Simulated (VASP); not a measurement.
Here is a VASP 6.6.1 calculation.

The input INCAR:

```
ALGO     = Normal         # electronic algorithm
EDIFF    = 1E-8           # SCF threshold, eV
ENCUT    = 520            # plane-wave cutoff, eV
GGA      = PE             # functional
ISIF     = 2              # what is computed and relaxed
ISMEAR   = -1             # smearing method
LASPH    = T              # aspherical terms in the spheres
LCHARG   = F              # write CHGCAR
LEFG     = T            
LREAL    = F              # projectors in reciprocal space
LWAVE    = F              # write WAVECAR
NBANDS   = 12             # bands
NELM     = 60             # most SCF steps
PREC     = Accurate       # precision mode
SIGMA    = 0.08           # smearing width, eV
```

File KPOINTS:

```
k-points
0
Gamma
  17 17 17
```

The input POSCAR:

```
Ta
1.0
   -1.6178577021      1.6178577021      1.6178577021
    1.6178577021     -1.6178577021      1.6178577021
    1.6178577021      1.6178577021     -1.6178577021
Ta
1
Direct
    0.0000000000      0.0000000000      0.0000000000
```

Potentials or basis: VASP PAW PBE potentials, release 64 (Ta_pv).

Run with:

```sh
$ cat potpaw_PBE.64/Ta_pv/POTCAR > POTCAR
$ mpirun -np 1 vasp_std > vasp.out
```

Q: Estimate the pressure.

A: 17.7 GPa.

Caveat: without QUAD_EFG the Cq values of the log hold for a quadrupole moment of 1 mb, not for the nuclei.
